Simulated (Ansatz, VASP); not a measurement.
# BaTiO3: VASP beside Ansatz

```
Ba Ti O
1.0
     3.96500    0.00000    0.00000
     0.00000    2.85241    2.86681
     0.00000   -2.85241    2.86681
Ba Ti O
1 1 3
Direct
  0.00000 0.00817 0.00817
  0.50000 0.52269 0.52269
  0.00000 0.48992 0.48992
  0.50000 0.49332 0.98211
  0.50000 0.98211 0.49332
```

Alike in both runs: functional PBE; dispersion D3(BJ); k mesh 8 × 8 × 8; occupations gaussian, width 0.02 eV; no spin polarisation.

Ansatz relaxed the structure, and its values are those at the end. VASP's run is a single point on that final structure, the one shown.

|  | VASP | Ansatz |
| --- | --- | --- |
| version | VASP 6.6.1 | Ansatz 0.2.0 |
| potentials or method | VASP PAW PBE potentials, release 64 (Ba_sv, Ti_sv, O), cutoff 520 eV | scalar-relativistic, plane waves, PAW |
| valence electrons in the cell | 40 | 40 |

```csv
,VASP,Ansatz,Ansatz less VASP
gap on the k mesh at the Fermi level (eV),2.19,2.24,+0.051
least direct gap on the mesh (eV),2.62,2.63,+0.015
pressure (GPa),1.7,0.0,-1.75
rms of the force components (eV/Å),0.030,0.001,-0.0286
```

Spin-orbit coupling is off throughout.
